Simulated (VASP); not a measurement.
# Nb (Im-3m) in VASP: notebook

The runs below take Nb through single point, with r2SCAN.

Program: VASP 6.6.1. These are calculated values, not measurements. Logs are shortened: lines on timing, memory, paths and dates and some standing lists are left out, and cuts for length are marked.

## (1) The cell of the first run

Symmetry: Im-3m, No. 229, cubic system. The conventional cell has a = 3.300 Å, b = 3.300 Å, c = 3.300 Å, α = 90.00°, β = 90.00°, γ = 90.00°. Nb (site symmetry m-3m) has 14 Nb at 2.86 to 3.30 Å within 3.8 Å.

## (2) Single point, r2SCAN, collinear spin

The input, POSCAR:

```
Nb
1.0
   -1.6498420630      1.6498420630      1.6498420630
    1.6498420630     -1.6498420630      1.6498420630
    1.6498420630      1.6498420630     -1.6498420630
Nb
1
Direct
    0.0000000000      0.0000000000      0.0000000000
```

The input, INCAR.step1:

```
SYSTEM = Nb
PREC = Accurate ; ENCUT = 550
ISMEAR = -1 ; SIGMA = 0.05
LREAL = .FALSE. ; LASPH = .TRUE.
NELM = 200 ; ISPIN = 2
MAGMOM = 1 ; LMAXMIX = 4
NBANDS = 16 ; GGA = PE
ALGO = Normal ; EDIFF = 1E-5
LWAVE = .TRUE. ; LCHARG = .FALSE.
GGA_COMPAT = .FALSE.
```

The input, INCAR.step2:

```
SYSTEM = Nb
PREC = Accurate ; ENCUT = 550
EDIFF = 1E-6 ; ISMEAR = -1
SIGMA = 0.05 ; LREAL = .FALSE.
LASPH = .TRUE. ; NELM = 200
ALGO = Normal ; ISIF = 2
LWAVE = .FALSE. ; LCHARG = .FALSE.
ISPIN = 2 ; MAGMOM = 1
LORBIT = 11 ; LMAXMIX = 4
METAGGA = R2SCAN ; LMIXTAU = .TRUE.
NBANDS = 16 ; ISTART = 1
GGA_COMPAT = .FALSE.
```

The input, KPOINTS:

```
Automatic mesh
0
G
  13 13 13
  0 0 0
```

Potentials or basis: VASP PAW PBE potentials, release 64 (Nb_sv).

Command:

```bash
$ cat potpaw_PBE.64/Nb_sv/POTCAR > POTCAR
$ cp INCAR.step1 INCAR
$ mpirun -np 1 vasp_std > vasp.out
$ cp INCAR.step2 INCAR
$ mpirun -np 1 vasp_std > vasp.out
```

OUTCAR:

```text
SYSTEM = Nb
   PREC = Accurate
   ENCUT = 550
   EDIFF = 1E-6
   ISMEAR = -1
   LREAL = .FALSE.
   LASPH = .TRUE.
   NELM = 200
   ISIF = 2
   ISPIN = 2
   LORBIT = 11
   METAGGA = R2SCAN
   ISTART = 1

 ion  position               nearest neighbor table
   1  0.000  0.000  0.000-

  LATTYP: Found a body centered cubic cell.
 ALAT       =     3.2996841260

  Lattice vectors:

 A1 = (  -1.6498420630,   1.6498420630,   1.6498420630)
 A2 = (   1.6498420630,  -1.6498420630,   1.6498420630)
 A3 = (   1.6498420630,   1.6498420630,  -1.6498420630)

Analysis of symmetry for initial positions (statically):
=====================================================================
 Subroutine PRICEL returns:
 Original cell was already a primitive cell.

 Routine SETGRP: Setting up the symmetry group for a
 body centered cubic supercell.

 Subroutine GETGRP returns: Found 48 space group operations
 (whereof 48 operations were pure point group operations)
 out of a pool of 48 trial point group operations.

The static configuration has the point symmetry O_h .

Analysis of symmetry for dynamics (positions and initial velocities):
=====================================================================
 Subroutine PRICEL returns:
 Original cell was already a primitive cell.

 Routine SETGRP: Setting up the symmetry group for a
 body centered cubic supercell.

 Subroutine GETGRP returns: Found 48 space group operations
 (whereof 48 operations were pure point group operations)
 out of a pool of 48 trial point group operations.

The dynamic configuration has the point symmetry O_h .

Analysis of structural, dynamic, and magnetic symmetry:
=====================================================================
 Subroutine PRICEL returns:
 Original cell was already a primitive cell.

 Routine SETGRP: Setting up the symmetry group for a
 body centered cubic supercell.

 Subroutine GETGRP returns: Found 48 space group operations
 (whereof 48 operations were pure point group operations)
 out of a pool of 48 trial point group operations.

The overall configuration has the point symmetry O_h .

 Subroutine INISYM returns: Found 48 space group operations
 (whereof 48 operations are pure point group operations),
 and found     1 'primitive' translations

----------------------------------------------------------------------------------------

                                     Primitive cell

  volume of cell :      17.9633

  direct lattice vectors                    reciprocal lattice vectors
    -1.649842063  1.649842063  1.649842063     0.000000000  0.303059312  0.303059312
     1.649842063 -1.649842063  1.649842063     0.303059312  0.000000000  0.303059312
     1.649842063  1.649842063 -1.649842063     0.303059312  0.303059312  0.000000000

  length of vectors
     2.857610278  2.857610278  2.857610278     0.428590589  0.428590589  0.428590589

  position of ions in fractional coordinates (direct lattice)
     0.000000000  0.000000000  0.000000000

  ion indices of the primitive-cell ions
   primitive index   ion index
                 1           1

----------------------------------------------------------------------------------------

 KPOINTS: Automatic mesh

Automatic generation of k-mesh.
 Grid dimensions read from file:
 generate k-points for:   13   13   13

 Generating k-lattice:

  Cartesian coordinates                     Fractional coordinates (reciprocal lattice)
     0.000000000  0.023312255  0.023312255     0.076923077  0.000000000  0.000000000
     0.023312255  0.000000000  0.023312255     0.000000000  0.076923077  0.000000000
     0.023312255  0.023312255  0.000000000     0.000000000  0.000000000  0.076923077

  Length of vectors
     0.032968507  0.032968507  0.032968507

  Shift w.r.t. Gamma in fractional coordinates (k-lattice)
     0.000000000  0.000000000  0.000000000

 Subroutine IBZKPT returns following result:
 ===========================================

 Found     84 irreducible k-points:

 Following reciprocal coordinates:
            Coordinates               Weight
  0.000000  0.000000  0.000000      1.000000
  0.076923  0.000000  0.000000     12.000000
  0.153846  0.000000  0.000000     12.000000
  0.230769  0.000000  0.000000     12.000000
  0.307692  0.000000  0.000000     12.000000
  0.384615  0.000000  0.000000     12.000000
[... 16 lines left out ...]
  0.153846  0.076923  0.076923     24.000000
  0.230769  0.076923  0.076923     24.000000
 [... further k-points ...]
   k-points           NKPTS =     84   k-points in BZ     NKDIM =     84   number of bands    NBANDS=     16
   number of dos      NEDOS =    301   number of ions     NIONS =      1
   total plane-waves  NPLWV =  13824
   dimension x,y,z NGX =    24 NGY =   24 NGZ =   24
   dimension x,y,z NGXF=    48 NGYF=   48 NGZF=   48
   ions per type =               1
   NGX,Y,Z   is equivalent  to a cutoff of  13.96, 13.96, 13.96 a.u.
   NGXF,Y,Z  is equivalent  to a cutoff of  27.92, 27.92, 27.92 a.u.
 SYSTEM =  Nb
   PREC   = accura    normal or accurate (medium, high low for compatibility)
   ISTART =      1    job   : 0-new  1-cont  2-samecut
   ICHARG =      0    charge: 1-file 2-atom 10-const
   ISPIN  =      2    spin polarized calculation?
   LNONCOLLINEAR =      F non collinear calculations
   LSORBIT =      F    spin-orbit coupling
   LASPH  =      T    aspherical Exc in radial PAW
   ENCUT  =  550.0 eV  40.42 Ry    6.36 a.u.   5.46  5.46  5.46*2*pi/ulx,y,z
   NELM   =    200;   NELMIN=  2; NELMDL=  0     # of ELM steps
   EDIFF  = 0.1E-05   stopping-criterion for ELM
   LREAL  =      F    real-space projection
   EDIFFG = 0.1E-04   stopping-criterion for IOM
   NSW    =      0    number of steps for IOM
   IBRION =     -1    ionic relax: 0-MD 1-quasi-New 2-CG
   NFREE  =      0    steps in history (QN), initial steepest desc. (CG)
   ISIF   =      2    stress and relaxation
   ISYM   =      2    0-nonsym 1-usesym 2-fastsym
   POTIM  = 0.5000    time-step for ionic-motion
   TEBEG  =    0.0;   TEEND  =   0.0 temperature during run
   PSTRESS=    0.0 pullay stress
   NELECT =      13.0000    total number of electrons
   NUPDOWN=      -1.0000    fix difference up-down
   EMIN   =  10.00;   EMAX   =-10.00  energy-range for DOS
   EFERMI =   0.00;   METHOD = LEGACY
   ISMEAR =    -1;   SIGMA  =   0.05  broadening in eV -4-tet -1-fermi 0-gaus
   EFERMI_NEDOS =   21; number of points for ismear=-14 and -15
   IALGO  =     38    algorithm
   IMIX   =      4    mixing-type and parameters
     AMIX     =   0.40;   BMIX     =  1.00
     AMIX_MAG =   1.60;   BMIX_MAG =  1.00
  volume/ion in A,a.u.               =      17.96       121.22
  Fermi-wavevector in a.u.,A,eV,Ry     =   1.469807  2.777532 29.393101  2.160332
  Thomas-Fermi vector in A             =   2.585140
   LORBIT       =     11    0 simple, 1 ext, 2 COOP (PROOUT), +10 PAW based schemes
   METAGGA = R2SCAN    functional components
   LHFCALC =     F    Hartree Fock is set to
   AEXX    =    0.0000 exact exchange contribution
   IVDW    =     0    specifies the selected vdW correction
   LEPSILON=     F    determine dielectric tensor
   LRPA    =     F    only Hartree local field effects (RPA)
 spin polarized calculation
  energy-cutoff  :      550.00
  volume of cell :       17.96
 maximum number of plane-waves:       543
 NGX is ok and might be reduce to    24
   NGX = 11   NGY = 11   NGZ = 11

 number of electron      13.0000000 magnetization      -0.0000002

 number of electron      13.0000000 magnetization       0.0000007

 Free energy of the ion-electron system (eV)
  ---------------------------------------------------
  ext. energy  EPLUGINS =         0.00000000
  ---------------------------------------------------
  free energy    TOTEN  =       -24.85212232 eV

  energy without entropy =      -24.84264671  energy(sigma->0) =      -24.84738452

 E-fermi :  11.1879     XC(G=0): -13.6403

 val. band max:       11.1415706426   @ k =  -0.1538   0.2308   0.0769
 cond. band min:      11.2490458290   @ k =   0.0769   0.0769   0.0000
 fundamental gap:      0.1074751865
 Fermi energy:        11.1878528068

 spin component 1

 k-point     1 :       0.0000    0.0000    0.0000
  band No.  band energies     occupation
      1     -44.9654      1.00000
      2     -19.4997      1.00000
      3     -19.4997      1.00000
      4     -19.4997      1.00000
      5       4.8849      1.00000
      6      11.6233      0.00017
[... 8 lines left out ...]
     15      37.3332      0.00000
     16      41.0211      0.00000

 k-point     2 :       0.0769    0.0000    0.0000
  band No.  band energies     occupation
      1     -44.9502      1.00000
      2     -19.5901      1.00000
      3     -19.5267      1.00000
      4     -19.5005      1.00000
      5       5.1409      1.00000
      6      11.4633      0.00403
[... 8 lines left out ...]
     15      36.7250      0.00000
     16      40.7102      0.00000

 k-point     3 :       0.1538    0.0000    0.0000
  band No.  band energies     occupation
      1     -44.9078      1.00000
      2     -19.8357      1.00000
      3     -19.6011      1.00000
      4     -19.5027      1.00000
      5       5.8405      1.00000
      6      11.0520      0.93807
[... 8 lines left out ...]
     15      35.4175      0.00000
     16      39.2287      0.00000
[... 362 lines left out ...]
 k-point    23 :       0.1538    0.0769    0.0769
  band No.  band energies     occupation
      1     -44.8280      1.00000
      2     -20.2785      1.00000
      3     -19.6750      1.00000
      4     -19.5731      1.00000
      5       7.1734      1.00000
      6      10.3460      1.00000
[... 8 lines left out ...]
     15      35.3274      0.00000
     16      36.7784      0.00000

 k-point    24 :       0.2308    0.0769    0.0769
  band No.  band energies     occupation
      1     -44.7692      1.00000
      2     -20.5447      1.00000
      3     -19.8148      1.00000
      4     -19.5835      1.00000
      5       7.8476      1.00000
      6       9.9084      1.00000
[... 8 lines left out ...]
     15      36.8377      0.00000
     16      37.0484      0.00000

 [... further k-points ...]

 spin component 2

 k-point     1 :       0.0000    0.0000    0.0000
  band No.  band energies     occupation
      1     -44.9654      1.00000
      2     -19.4997      1.00000
      3     -19.4997      1.00000
      4     -19.4997      1.00000
      5       4.8849      1.00000
      6      11.6233      0.00017
[... 8 lines left out ...]
     15      37.3333      0.00000
     16      41.0211      0.00000

 k-point     2 :       0.0769    0.0000    0.0000
  band No.  band energies     occupation
      1     -44.9502      1.00000
      2     -19.5901      1.00000
      3     -19.5268      1.00000
      4     -19.5005      1.00000
      5       5.1409      1.00000
      6      11.4633      0.00403
[... 8 lines left out ...]
     15      36.7250      0.00000
     16      40.7102      0.00000

 k-point     3 :       0.1538    0.0000    0.0000
  band No.  band energies     occupation
      1     -44.9078      1.00000
      2     -19.8357      1.00000
      3     -19.6011      1.00000
      4     -19.5027      1.00000
      5       5.8405      1.00000
      6      11.0520      0.93807
[... 8 lines left out ...]
     15      35.4175      0.00000
     16      39.2287      0.00000
[... 362 lines left out ...]
 k-point    23 :       0.1538    0.0769    0.0769
  band No.  band energies     occupation
      1     -44.8280      1.00000
      2     -20.2785      1.00000
      3     -19.6750      1.00000
      4     -19.5731      1.00000
      5       7.1734      1.00000
      6      10.3460      1.00000
[... 8 lines left out ...]
     15      35.3274      0.00000
     16      36.7784      0.00000

 k-point    24 :       0.2308    0.0769    0.0769
  band No.  band energies     occupation
      1     -44.7692      1.00000
      2     -20.5447      1.00000
      3     -19.8148      1.00000
      4     -19.5835      1.00000
      5       7.8476      1.00000
      6       9.9084      1.00000
[... 8 lines left out ...]
     15      36.8377      0.00000
     16      37.0484      0.00000

 [... further k-points ...]
[... 5 lines left out ...]
  --------------------------------------------------------------------------------------
  -------------------------------------------------------------------------------------
  Total       -0.0176085     -0.0176085     -0.0176085      0.0000000      0.0000000      0.0000000
  in kB       -1.5705321     -1.5705321     -1.5705321      0.0000000      0.0000000      0.0000000
  external PRESSURE =      -1.5705321 kB  Pullay stress =       0.0000000 kB

 VOLUME and BASIS-vectors are now :
 -----------------------------------------------------------------------------
  energy-cutoff  :      550.00
  volume of cell :       17.96
      direct lattice vectors                 reciprocal lattice vectors
    -1.649842063  1.649842063  1.649842063     0.000000000  0.303059312  0.303059312
     1.649842063 -1.649842063  1.649842063     0.303059312  0.000000000  0.303059312
     1.649842063  1.649842063 -1.649842063     0.303059312  0.303059312  0.000000000

 POSITION                                       TOTAL-FORCE (eV/Angst)
 -----------------------------------------------------------------------------------
      0.00000      0.00000      0.00000         0.000000     -0.000000     -0.000000
 -----------------------------------------------------------------------------------
    total drift:                               -0.000000     -0.000000      0.000000

  FREE ENERGIE OF THE ION-ELECTRON SYSTEM (eV)
  ---------------------------------------------------
  free  energy   TOTEN  =       -24.8521223185 eV

  energy  without entropy=      -24.8426467139  energy(sigma->0) =      -24.84738452

 total charge

# of ion       s       p       d       tot
------------------------------------------
    1        2.220   5.999   2.493  10.712

 magnetization (x)

# of ion       s       p       d       tot
------------------------------------------
    1       -0.000  -0.000  -0.000  -0.000
```

Wall time 5.8 min (1 thread of Oxide Virtual Turin-like, shared host); peak memory 0.14 GiB.

What came out:

```
Free energy                                           : -24.8521 eV
Pressure                                              : -0.2 GPa
Net moment                                            : 0.00 μB per cell
Valence electrons inside the program's atomic spheres : Nb 10.71
```

Levels at points of the mesh, in eV from the Fermi level:
Spin up:
```tsv
k point	band 2	band 3	band 4	band 5	band 6	band 7	band 8	band 9	band 10	band 11
(0.00, 0.00, 0.00)	-30.69	-30.69	-30.69	-6.30	0.44	0.44	0.44	3.57	3.57	14.87
```
Spin down:
```tsv
k point	band 2	band 3	band 4	band 5	band 6	band 7	band 8	band 9	band 10	band 11
(0.00, 0.00, 0.00)	-30.69	-30.69	-30.69	-6.30	0.44	0.44	0.44	3.57	3.57	14.87
```

Caveat: the PAW data sets were made with another functional, which shifts forces and pressure a little.

[end of part 1 of 2]
